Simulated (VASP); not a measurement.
# Ni: single point with PBE

Crystal: Ni.

```
Ni
1.0
    -1.75850   -3.51700   -1.75850
    -1.75850    0.00000   -1.75850
     1.75850    0.00000   -1.75850
Ni
2
Direct
  0.00000 0.00000 0.00000
  0.50000 0.00000 0.50000
```

| Quantity | Value |
| --- | --- |
| Program | VASP 6.6.1 |
| Task | single point |
| Functional | PBE |
| Potentials or basis | VASP PAW PBE potentials, release 64 (Ni) |
| Cutoff | 520 eV |
| k mesh | 8 × 13 × 11 |
| Occupations | fermi-dirac, width 0.05 eV |
| Spin | collinear spin, antiferromagnetic start |
| Starting moments | [0.8, -0.8] μB |
| Dipole correction | no |
| Further INCAR settings | ALGO = Normal; EDIFF = 1e-06; NBANDS = 21; ISYM = 0 |

The pressure is -0.7 GPa, the band gap on the k mesh is zero (filled and empty bands overlap) and the net moment is 0.00 μB per cell. The site moments are Ni +0.09, -0.09 μB and the valence electrons inside the program's atomic spheres are Ni 9.31.

Stress tensor (GPa, compression positive):
```
-0.68 -0.01 -0.11
-0.01 -0.87 -0.01
-0.11 -0.01 -0.68
```

Levels at points of the mesh, in eV from the Fermi level:
Spin up:
| k point | band 6 | band 7 | band 8 | band 9 | band 10 | band 11 | band 12 | band 13 | band 14 | band 15 |
| --- | --- | --- | --- | --- | --- | --- | --- | --- | --- | --- |
| (0.00, 0.00, 0.00) | -1.84 | -0.75 | -0.75 | -0.03 | 0.17 | 0.17 | 2.62 | 9.54 | 15.02 | 15.02 |
| (0.50, 0.00, 0.00) | -1.35 | -1.03 | -1.02 | -0.96 | -0.96 | -0.42 | -0.37 | 19.49 | 19.49 | 19.50 |
Spin down:
| k point | band 8 | band 9 | band 10 | band 11 | band 12 | band 13 |
| --- | --- | --- | --- | --- | --- | --- |
| (0.00, 0.00, 0.00) | -0.75 | -0.03 | 0.17 | 0.17 | 2.62 | 9.54 |
| (0.50, 0.00, 0.00) | -1.02 | -0.96 | -0.96 | -0.42 | -0.37 | 19.49 |

It took 5.4 min on 1 thread of AMD EPYC 9R45 96-Core Processor (Zen 5) (shared host), peak memory 0.4 GiB.
